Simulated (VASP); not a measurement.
# SiC (P3m1) in VASP: notebook, part 2 of 2

VASP 6.6.1. The steps go on from the part before.

### 4 Single point, LDA (the distance across one plane changed)

Input file INCAR:

```
SYSTEM = SiC
  PREC = Accurate
  ENCUT = 520
  EDIFF = 1E-6
  ISMEAR = 0
  SIGMA = 0.05
  LREAL = .FALSE.
  LASPH = .TRUE.
  NELM = 60
  ALGO = Normal
  ISIF = 2
  LWAVE = .FALSE.
  LCHARG = .TRUE.
  GGA = CA
  LELF = .TRUE.
  LVHAR = .TRUE.
  NBANDS = 26
```

Input file KPOINTS:

```
regular mesh
0
G
  10 10 3
  0 0 0
```

Input file POSCAR:

```
SiC
1.0
   -3.0759982064      0.0000000000      0.0000000000
   -1.5379991032     -2.6638925888      0.0000000000
    0.0000000000      0.0000000000     12.0960000000
Si C
4 4
Direct
    0.3333333333      0.3333333333      0.5456564153
    0.3333333333      0.3333333333      0.1283283730
    0.6666666667      0.6666666667      0.7543204365
    0.6666666667      0.6666666667      0.3369923942
    0.3333333333      0.3333333333      0.7063277116
    0.3333333333      0.3333333333      0.2889996693
    0.6666666667      0.6666666667      0.0803356481
    0.6666666667      0.6666666667      0.4976636905
```

Command:

```console
$ cat potpaw_LDA.64/Si/POTCAR potpaw_LDA.64/C/POTCAR > POTCAR
$ mpirun -np 1 vasp_std > vasp.out
```

Run time: 3.6 min. Hardware: 1 thread of Intel Xeon 8259CL, shared host; peak memory 0.22 GiB.

It converged, with:

| Quantity | Value |
| --- | --- |
| Free energy | -62.6770 eV |
| Pressure | -4.6 GPa |
| Largest force | 2.225 eV/Å |
| Band gap on the k mesh | zero (filled and empty bands overlap) |

Forces on the atoms (eV/Å):
```
Si   0.000  0.000 -0.063
Si   0.000  0.000 -2.225
Si   0.000  0.000  0.355
Si   0.000  0.000 -0.149
C    0.000  0.000  0.418
C    0.000  0.000  0.294
C    0.000  0.000  1.448
C    0.000  0.000 -0.077
```

Stress tensor (GPa, compression positive):
```
 -1.95   0.00   0.00
  0.00  -1.95   0.00
  0.00   0.00 -10.01
```

Levels at points of the mesh, in eV from the Fermi level:
| k point | band 12 | band 13 | band 14 | band 15 | band 16 | band 17 | band 18 | band 19 | band 20 | band 21 |
| --- | --- | --- | --- | --- | --- | --- | --- | --- | --- | --- |
| (0.00, 0.00, 0.00) | -1.40 | -1.40 | -0.51 | 0.00 | 0.00 | 0.39 | 3.74 | 4.70 | 5.38 | 5.38 |
| (0.50, 0.00, 0.00) | -3.73 | -3.23 | -2.94 | -1.53 | -0.57 | -0.01 | 1.66 | 2.45 | 3.11 | 3.50 |

Caveat: the cell differs from its parent crystal (the distance across one plane changed); the stress differs along the axes, from -10 to -2 GPa; semilocal functionals underestimate gaps, and a narrow one can read as zero; forces of over 1 eV/Å act on the atoms, so gaps and moduli don't describe the material at rest.

### 5 Single point, LDA (the distance across one plane changed)

Input file INCAR:

```
SYSTEM = SiC
  ALGO = Normal
  EDIFF = 1E-6
  ENCUT = 520
  GGA = CA
  ISIF = 2
  ISMEAR = 0
  LASPH = .True.
  LCHARG = .False.
  LREAL = .False.
  LWAVE = .False.
  NBANDS = 26
  NELM = 60
  PREC = Accurate
  SIGMA = 0.05
```

Input file KPOINTS:

```
k-points
0
Gamma
  10 10 3
  0 0 0
```

Input file POSCAR:

```
SiC
1.0
   -3.0759982064      0.0000000000      0.0000000000
   -1.5379991032     -2.6638925888      0.0000000000
    0.0000000000      0.0000000000     13.0960000000
Si C
4 4
Direct
    0.3333333333      0.3333333333      0.5039905315
    0.3333333333      0.3333333333      0.1185293219
    0.6666666667      0.6666666667      0.6967211362
    0.6666666667      0.6666666667      0.3112599267
    0.3333333333      0.3333333333      0.6523930971
    0.3333333333      0.3333333333      0.2669318876
    0.6666666667      0.6666666667      0.0742012828
    0.6666666667      0.6666666667      0.4596624924
```

Command:

```console
$ cat potpaw_LDA.64/Si/POTCAR potpaw_LDA.64/C/POTCAR > POTCAR
$ mpirun -np 1 vasp_std > vasp.out
```

Wall time 4.3 min (1 thread of Intel Xeon 8259CL, shared host); peak memory 0.23 GiB.

Results (log left out):

```
Free energy            : -62.2204 eV
Pressure               : -3.1 GPa
Largest force          : 2.168 eV/Å
Band gap on the k mesh : zero (bands 16 and 17 overlap by 0.26 eV)
```

Forces on the atoms (eV/Å):
```
Si   0.000  0.000 -0.159
Si   0.000  0.000 -2.168
Si   0.000  0.000 -0.346
Si   0.000  0.000 -0.179
C    0.000  0.000  0.515
C    0.000  0.000  0.392
C    0.000  0.000  2.016
C    0.000  0.000 -0.070
```

Stress tensor (GPa, compression positive):
```
-2.22  0.00  0.00
 0.00 -2.22  0.00
 0.00  0.00 -4.92
```

Levels at points of the mesh, in eV from the Fermi level:
```csv
k point,band 12,band 13,band 14,band 15,band 16,band 17,band 18,band 19,band 20,band 21
"(0.00, 0.00, 0.00)",-1.29,-1.29,-0.47,0.07,0.07,0.20,3.86,4.80,5.51,5.51
"(0.50, 0.00, 0.00)",-3.62,-3.13,-2.83,-1.45,-0.29,-0.15,1.79,2.54,3.20,3.60
```

Caveat: the cell differs from its parent crystal (the distance across one plane changed); the cell stands under tension; semilocal functionals underestimate gaps, and a narrow one can read as zero; forces of over 1 eV/Å act on the atoms, so gaps and moduli don't describe the material at rest.

### 6 Single point, LDA (the distance across one plane changed)

Input file INCAR:

```
PREC     = Accurate       # precision mode
ENCUT    = 520            # plane-wave cutoff, eV
EDIFF    = 1E-6           # SCF threshold, eV
ISMEAR   = 0              # smearing method
SIGMA    = 0.05           # smearing width, eV
LREAL    = False          # projectors in reciprocal space
LASPH    = True           # aspherical terms in the spheres
NELM     = 80             # most SCF steps
ALGO     = Normal         # electronic algorithm
ISIF     = 2              # what is computed and relaxed
LWAVE    = False          # write WAVECAR
LCHARG   = False          # write CHGCAR
GGA      = CA             # functional
NBANDS   = 26             # bands
```

Input file KPOINTS:

```
regular mesh
0
Gamma
  10 10 3
```

Input file POSCAR:

```
SiC
1.0
   -3.0759982064      0.0000000000      0.0000000000
   -1.5379991032     -2.6638925888      0.0000000000
    0.0000000000      0.0000000000     14.5960000000
Si C
4 4
Direct
    0.3333333333      0.3333333333      0.4521964922
    0.3333333333      0.3333333333      0.1063483146
    0.6666666667      0.6666666667      0.6251205810
    0.6666666667      0.6666666667      0.2792724034
    0.3333333333      0.3333333333      0.5853480406
    0.3333333333      0.3333333333      0.2394998630
    0.6666666667      0.6666666667      0.0665757742
    0.6666666667      0.6666666667      0.4124239518
```

Potentials or basis: VASP PAW LDA potentials, release 64 (Si, C).

Command:

```console
$ cat potpaw_LDA.64/Si/POTCAR potpaw_LDA.64/C/POTCAR > POTCAR
$ mpirun -np 1 vasp_std > vasp.out
```

Run time: 7.1 min. Hardware: 1 thread of Intel Xeon 8259CL, shared host; peak memory 0.25 GiB.

It converged, with:

- Free energy: -62.1283 eV
- Pressure: -2.5 GPa
- Largest force: 2.180 eV/Å
- Band gap on the k mesh: zero (bands 16 and 17 overlap by 0.24 eV)

Forces on the atoms (eV/Å):
```
Si   0.000  0.000 -0.160
Si   0.000  0.000 -2.180
Si   0.000  0.000 -0.457
Si   0.000  0.000 -0.204
C    0.000  0.000  0.477
C    0.000  0.000  0.423
C    0.000  0.000  2.174
C    0.000  0.000 -0.073
```

Stress tensor (GPa, compression positive):
```
-2.04  0.00  0.00
 0.00 -2.04  0.00
 0.00  0.00 -3.32
```

Levels at points of the mesh, in eV from the Fermi level:
| k point | band 13 | band 14 | band 15 | band 16 | band 17 | band 18 | band 19 | band 20 |
| --- | --- | --- | --- | --- | --- | --- | --- | --- |
| (0.00, 0.00, 0.00) | -1.30 | -0.60 | 0.07 | 0.07 | 0.23 | 3.88 | 4.80 | 5.10 |
| (0.50, 0.00, 0.00) | -3.14 | -2.83 | -1.46 | -0.28 | -0.18 | 1.80 | 2.53 | 3.19 |

Caveat: the cell differs from its parent crystal (the distance across one plane changed); semilocal functionals underestimate gaps, and a narrow one can read as zero; forces of over 1 eV/Å act on the atoms, so gaps and moduli don't describe the material at rest.

### 7 Overview

| cell | gap on the mesh (eV) | pressure (GPa) | largest force (eV/Å) |
| --- | --- | --- | --- |
| a = 3.076, b = 3.076, c = 11.096 Å, angles 90.0, 90.0, 60.0°, 8 atoms | 1.01 | -7.0 | 1.72 |
| a = 3.076, b = 3.076, c = 11.596 Å, angles 90.0, 90.0, 60.0°, 8 atoms | 0.31 | -5.8 | 2.15 |
| a = 3.076, b = 3.076, c = 12.096 Å, angles 90.0, 90.0, 60.0°, 8 atoms | none | -4.6 | 2.22 |
| a = 3.076, b = 3.076, c = 13.096 Å, angles 90.0, 90.0, 60.0°, 8 atoms | none | -3.1 | 2.17 |
| a = 3.076, b = 3.076, c = 14.596 Å, angles 90.0, 90.0, 60.0°, 8 atoms | none | -2.5 | 2.18 |

Alike in all rows: task single point; level LDA; potentials or basis VASP PAW LDA potentials, release 64 (Si, C); no spin polarisation; k mesh 10 × 10 × 3; cutoff (eV) 520; smearing gaussian 0.05 eV.

Caveats: forces of over 1 eV/Å act on the atoms, so gaps and moduli don't describe the material at rest; semilocal functionals underestimate gaps, and a narrow one can read as zero (at least some runs); the stress differs along the axes, from -17 to -2 GPa (at least some runs); the stress differs along the axes, from -14 to -2 GPa (at least some runs); the stress differs along the axes, from -10 to -2 GPa (at least some runs); the cell stands under tension (at least some runs).

Total energies depend on the potentials used, so only differences within one code and one set of settings carry meaning.
